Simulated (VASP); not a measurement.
Here is a VASP 6.6.1 calculation.

Contents of INCAR:

```
SYSTEM = C
ALGO = Normal
EDIFF = 1E-6
ENCUT = 520
GGA = PE
ISIF = 2
ISMEAR = 0
IVDW = 12
LASPH = .TRUE.
LCHARG = .FALSE.
LREAL = .FALSE.
LWAVE = .FALSE.
NBANDS = 16
NELM = 80
PREC = Accurate
SIGMA = 0.15
```

File KPOINTS:

```
k-points
0
G
  24 24 8
  0 0 0
```

Contents of POSCAR:

```
C
1.0
    2.4649796655      0.0000000000      0.0000000000
   -1.2324898327      2.1347350101      0.0000000000
    0.0000000000      0.0000000000      6.7384326307
C
4
Direct
    0.0000000000      0.0000000000      0.0025000174
    0.0000000000      0.0000000000      0.5025000174
    0.3333333333      0.6666666667      0.0024999826
    0.6666666667      0.3333333333      0.5024999826
```

Potentials or basis: VASP PAW PBE potentials, release 64 (C).

Launch:

```sh
$ cat potpaw_PBE.64/C/POTCAR > POTCAR
$ mpirun -np 1 vasp_std > vasp.out
```

Question: Estimate the band gap on the k mesh.

Answer: Zero (band 8 reaches 4.65 eV, above the bottom of band 9 at 4.62 eV).

Question: Estimate the dispersion energy per atom.

Answer: -0.156 eV.

Stress tensor (GPa, compression positive):
```
 0.69  0.00  0.00
 0.00  0.69  0.00
 0.00  0.00 -0.08
```
